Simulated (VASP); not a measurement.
Input of a VASP 6.6.1 run:

File INCAR:

```
SYSTEM = Mg3SnN2
PREC = Accurate
ENCUT = 520
EDIFF = 1E-6
ISMEAR = 0
SIGMA = 0.1
LREAL = .False.
LASPH = .True.
NELM = 100
ALGO = Fast
ISIF = 2
LWAVE = .False.
LCHARG = .False.
GGA = PE
NBANDS = 24
```

Contents of KPOINTS:

```
Automatic mesh
0
Gamma
  12 12 12
  0 0 0
```

The input POSCAR:

```
Mg3SnN2
1.0
    5.7686545770      0.0000000000      0.0000000000
   -2.8843272885      4.9958014093      0.0000000000
    0.0000000000      0.0000000000      2.9890982738
Mg Sn N
3 1 2
Direct
    0.5000000000      0.0000000000      0.5000000000
    0.5000000000      0.5000000000      0.5000000000
    0.0000000000      0.5000000000      0.5000000000
    0.0000000000      0.0000000000      0.0000000000
    0.3333333333      0.6666666667      0.0000000000
    0.6666666667      0.3333333333      0.0000000000
```

Potentials or basis: VASP PAW PBE potentials, release 64 (Mg, Sn_d, N).

Run with:

```bash
$ cat potpaw_PBE.64/Mg/POTCAR potpaw_PBE.64/Sn_d/POTCAR potpaw_PBE.64/N/POTCAR > POTCAR
$ mpirun -np 1 vasp_std > vasp.out
```

(1) Estimate the band gap on the k mesh.

(2) Estimate the pressure.

## Answers

(1) zero (bands 15 and 16 overlap by 1.04 eV).

(2) -0.3 GPa.

Caveat: spin-orbit coupling is left out, which moves the levels of the heavy elements.
